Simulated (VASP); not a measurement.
# TeAu (Fd-3m) in VASP: further runs, part 2 of 3

VASP 6.6.1. Earlier steps stand in the parts before.

## (5) Single point, PBE

This run uses another cell than the first one, of 23.32 Å³/atom, 0.997 times its volume.

Contents of INCAR:

```
SYSTEM = TeAu
PREC     = Accurate       ! precision mode
ENCUT    = 520            ! plane-wave cutoff, eV
EDIFF    = 1E-6           ! SCF threshold, eV
ISMEAR   = 0              ! smearing method
SIGMA    = 0.1            ! smearing width, eV
LREAL    = .False.        ! projectors in reciprocal space
LASPH    = .True.         ! aspherical terms in the spheres
NELM     = 100            ! most SCF steps
ALGO     = Normal         ! electronic algorithm
ISIF     = 2              ! what is computed and relaxed
LWAVE    = .False.        ! write WAVECAR
LCHARG   = .False.        ! write CHGCAR
GGA      = PE             ! functional
NBANDS   = 25             ! bands
```

Contents of KPOINTS:

```
Automatic mesh
0
Gamma
  6 6 6
  0 0 0
```

Contents of POSCAR:

```
TeAu
1.0
    0.0000000000      3.5997221084      3.5997221084
    3.5997221084      0.0000000000      3.5997221084
    3.5997221084      3.5997221084      0.0000000000
Te Au
2 2
Direct
    0.7500000000      0.7500000000      0.7500000000
    0.5000000000      0.5000000000      0.5000000000
    0.2500000000      0.2500000000      0.2500000000
    0.0000000000      0.0000000000      0.0000000000
```

Potentials or basis: VASP PAW PBE potentials, release 64 (Te, Au).

Command:

```bash
> cat potpaw_PBE.64/Te/POTCAR potpaw_PBE.64/Au/POTCAR > POTCAR
> mpirun -np 1 vasp_std > vasp.out
```

OUTCAR:

```text
SYSTEM = TeAu
   PREC = Accurate
   ENCUT = 520
   EDIFF = 1E-6
   ISMEAR = 0
   LREAL = .False.
   LASPH = .True.
   NELM = 100
   ISIF = 2
   GGA = PE

 ion  position               nearest neighbor table
   1  0.750  0.750  0.750-   2 3.12   2 3.12   2 3.12   2 3.12   4 3.12   4 3.12   4 3.12   4 3.12
                             3 3.60   3 3.60   3 3.60   3 3.60   3 3.60   3 3.60
   2  0.500  0.500  0.500-   3 3.12   3 3.12   3 3.12   1 3.12   3 3.12   1 3.12   1 3.12   1 3.12
                             4 3.60   4 3.60   4 3.60   4 3.60   4 3.60   4 3.60
   3  0.250  0.250  0.250-   4 3.12   4 3.12   4 3.12   2 3.12   4 3.12   2 3.12   2 3.12   2 3.12
                             1 3.60   1 3.60   1 3.60   1 3.60   1 3.60   1 3.60
   4  0.000  0.000  0.000-   1 3.12   1 3.12   1 3.12   1 3.12   3 3.12   3 3.12   3 3.12   3 3.12
                             2 3.60   2 3.60   2 3.60   2 3.60   2 3.60   2 3.60

  LATTYP: Found a face centered cubic cell.
 ALAT       =     7.1994442168

  Lattice vectors:

 A1 = (   0.0000000000,   3.5997221084,   3.5997221084)
 A2 = (   3.5997221084,   0.0000000000,   3.5997221084)
 A3 = (   3.5997221084,   3.5997221084,   0.0000000000)

Analysis of symmetry for initial positions (statically):
=====================================================================
 Subroutine PRICEL returns:
 Original cell was already a primitive cell.

 Routine SETGRP: Setting up the symmetry group for a
 face centered cubic supercell.

 Subroutine GETGRP returns: Found 48 space group operations
 (whereof 24 operations were pure point group operations)
 out of a pool of 48 trial point group operations.

The static configuration has the point symmetry T_d .
 The point group associated with its full space group is O_h .

Analysis of symmetry for dynamics (positions and initial velocities):
=====================================================================
 Subroutine PRICEL returns:
 Original cell was already a primitive cell.

 Routine SETGRP: Setting up the symmetry group for a
 face centered cubic supercell.

 Subroutine GETGRP returns: Found 48 space group operations
 (whereof 24 operations were pure point group operations)
 out of a pool of 48 trial point group operations.

The dynamic configuration has the point symmetry T_d .
 The point group associated with its full space group is O_h .

 Subroutine INISYM returns: Found 48 space group operations
 (whereof 24 operations are pure point group operations),
 and found     1 'primitive' translations

----------------------------------------------------------------------------------------

                                     Primitive cell

  volume of cell :      93.2904

  direct lattice vectors                    reciprocal lattice vectors
     0.000000000  3.599722108  3.599722108    -0.138899611  0.138899611  0.138899611
     3.599722108  0.000000000  3.599722108     0.138899611 -0.138899611  0.138899611
     3.599722108  3.599722108  0.000000000     0.138899611  0.138899611 -0.138899611

  length of vectors
     5.090775826  5.090775826  5.090775826     0.240581183  0.240581183  0.240581183

  position of ions in fractional coordinates (direct lattice)
     0.750000000  0.750000000  0.750000000
     0.500000000  0.500000000  0.500000000
     0.250000000  0.250000000  0.250000000
     0.000000000  0.000000000  0.000000000

  ion indices of the primitive-cell ions
   primitive index   ion index
                 1           1
                 2           2
                 3           3
                 4           4

[... 25 lines left out ...]

 Following reciprocal coordinates:
            Coordinates               Weight
  0.000000  0.000000  0.000000      1.000000
  0.166667  0.000000  0.000000      8.000000
  0.333333  0.000000  0.000000      8.000000
  0.500000  0.000000  0.000000      4.000000
  0.166667  0.166667  0.000000      6.000000
  0.333333  0.166667  0.000000     24.000000
[... 8 lines left out ...]
 -0.333333  0.333333  0.166667     24.000000
 -0.333333  0.500000  0.166667     12.000000
   k-points           NKPTS =     16   k-points in BZ     NKDIM =     16   number of bands    NBANDS=     25
   number of dos      NEDOS =    301   number of ions     NIONS =      4
   total plane-waves  NPLWV =  64000
   dimension x,y,z NGX =    40 NGY =   40 NGZ =   40
   dimension x,y,z NGXF=    80 NGYF=   80 NGZF=   80
   ions per type =               2   2
   NGX,Y,Z   is equivalent  to a cutoff of  13.06, 13.06, 13.06 a.u.
   NGXF,Y,Z  is equivalent  to a cutoff of  26.13, 26.13, 26.13 a.u.
 SYSTEM =  TeAu
   PREC   = accura    normal or accurate (medium, high low for compatibility)
   ISTART =      0    job   : 0-new  1-cont  2-samecut
   ICHARG =      2    charge: 1-file 2-atom 10-const
   ISPIN  =      1    spin polarized calculation?
   LNONCOLLINEAR =      F non collinear calculations
   LSORBIT =      F    spin-orbit coupling
   LASPH  =      T    aspherical Exc in radial PAW
   ENCUT  =  520.0 eV  38.22 Ry    6.18 a.u.   9.47  9.47  9.47*2*pi/ulx,y,z
   NELM   =    100;   NELMIN=  2; NELMDL= -5     # of ELM steps
   EDIFF  = 0.1E-05   stopping-criterion for ELM
   LREAL  =      F    real-space projection
[... 7 lines left out ...]
   TEBEG  =    0.0;   TEEND  =   0.0 temperature during run
   PSTRESS=    0.0 pullay stress
   NELECT =      34.0000    total number of electrons
   NUPDOWN=      -1.0000    fix difference up-down
   EMIN   =  10.00;   EMAX   =-10.00  energy-range for DOS
   EFERMI =   0.00;   METHOD = LEGACY
   ISMEAR =     0;   SIGMA  =   0.10  broadening in eV -4-tet -1-fermi 0-gaus
   EFERMI_NEDOS =   21; number of points for ismear=-14 and -15
   IALGO  =     38    algorithm
   IMIX   =      4    mixing-type and parameters
     AMIX     =   0.40;   BMIX     =  1.00
     AMIX_MAG =   1.60;   BMIX_MAG =  1.00
  volume/ion in A,a.u.               =      23.32       157.39
  Fermi-wavevector in a.u.,A,eV,Ry     =   1.169380  2.209807 18.605267  1.367449
  Thomas-Fermi vector in A             =   2.305853
   LORBIT       =      0    0 simple, 1 ext, 2 COOP (PROOUT), +10 PAW based schemes
   GGA     = PE    functional components
   LHFCALC =     F    Hartree Fock is set to
   AEXX    =    0.0000 exact exchange contribution
   IVDW    =     0    specifies the selected vdW correction
   LEPSILON=     F    determine dielectric tensor
   LRPA    =     F    only Hartree local field effects (RPA)
 non-spin polarized calculation
 Gauss-broadening in eV      SIGMA  =   0.10
  energy-cutoff  :      520.00
  volume of cell :       93.29
 maximum number of plane-waves:      2565
 NGX is ok and might be reduce to    40
   NGX = 19   NGY = 19   NGZ = 19

 number of electron      34.0000003 magnetization

 Free energy of the ion-electron system (eV)
  ---------------------------------------------------
  ext. energy  EPLUGINS =         0.00000000
  ---------------------------------------------------
  free energy    TOTEN  =       -11.15999760 eV

  energy without entropy =      -11.14690209  energy(sigma->0) =      -11.15344984

 E-fermi :   8.1922     XC(G=0): -10.9736

 val. band max:        8.1633736303   @ k =   0.3333   0.0000   0.0000
 cond. band min:       8.1931208734   @ k =   0.0000   0.0000   0.0000
 fundamental gap:      0.0297472431
 Fermi energy:         8.1921545656

 k-point     1 :       0.0000    0.0000    0.0000
  band No.  band energies     occupation
      1      -5.4990      2.00000
      2      -0.9696      2.00000
      3       3.1535      2.00000
      4       3.1535      2.00000
      5       3.1535      2.00000
      6       3.8504      2.00000
[... 437 lines left out ...]
     24      16.0046      0.00000
     25      16.4762      0.00000

------------------------ aborting loop because EDIFF is reached ----------------------------------------

  FORCE on cell =-STRESS in cart. coord.  units (eV):
  Direction    XX          YY          ZZ          XY          YZ          ZX
  --------------------------------------------------------------------------------------
  -------------------------------------------------------------------------------------
  Total        0.0846191      0.0846191      0.0846191      0.0000000     -0.0000000     -0.0000000
  in kB        1.4532559      1.4532559      1.4532559      0.0000000     -0.0000000     -0.0000000
  external PRESSURE =       1.4532559 kB  Pullay stress =       0.0000000 kB

 VOLUME and BASIS-vectors are now :
 -----------------------------------------------------------------------------
  energy-cutoff  :      520.00
  volume of cell :       93.29
      direct lattice vectors                 reciprocal lattice vectors
     0.000000000  3.599722108  3.599722108    -0.138899611  0.138899611  0.138899611
     3.599722108  0.000000000  3.599722108     0.138899611 -0.138899611  0.138899611
     3.599722108  3.599722108  0.000000000     0.138899611  0.138899611 -0.138899611

 POSITION                                       TOTAL-FORCE (eV/Angst)
 -----------------------------------------------------------------------------------
      5.39958      5.39958      5.39958         0.000000      0.000000      0.000000
      3.59972      3.59972      3.59972        -0.000000      0.000000      0.000000
      1.79986      1.79986      1.79986        -0.000000     -0.000000     -0.000000
      0.00000      0.00000      0.00000         0.000000      0.000000      0.000000
 -----------------------------------------------------------------------------------
    total drift:                               -0.000000      0.000000      0.000000

  FREE ENERGIE OF THE ION-ELECTRON SYSTEM (eV)
  ---------------------------------------------------
  free  energy   TOTEN  =       -11.1599975976 eV

  energy  without entropy=      -11.1469020897  energy(sigma->0) =      -11.15344984
```

It took 23 s on 1 thread of Intel Xeon Platinum 8559C (Emerald Rapids), shared host; peak memory 0.24 GiB.

Results:

- Free energy: -11.1600 eV
- Pressure: 0.1 GPa
- Band gap on the k mesh: zero (band 17 reaches 9.92 eV, above the bottom of band 18 at 7.74 eV)

Levels at points of the mesh, in eV from the Fermi level:
```csv
k point,band 14,band 15,band 16,band 17,band 18,band 19,band 20,band 21
"(0.00, 0.00, 0.00)",-2.25,-2.25,-2.25,0.00,0.00,0.00,3.32,3.61
"(0.50, 0.00, 0.00)",-1.76,-1.76,-0.68,-0.68,0.04,0.77,1.37,4.54
"(0.50, 0.50, 0.00)",-3.18,-2.38,-2.38,1.73,1.73,1.94,1.94,4.86
```

Caveat: spin-orbit coupling is left out, which moves the levels of the heavy elements.

[end of part 2 of 3]
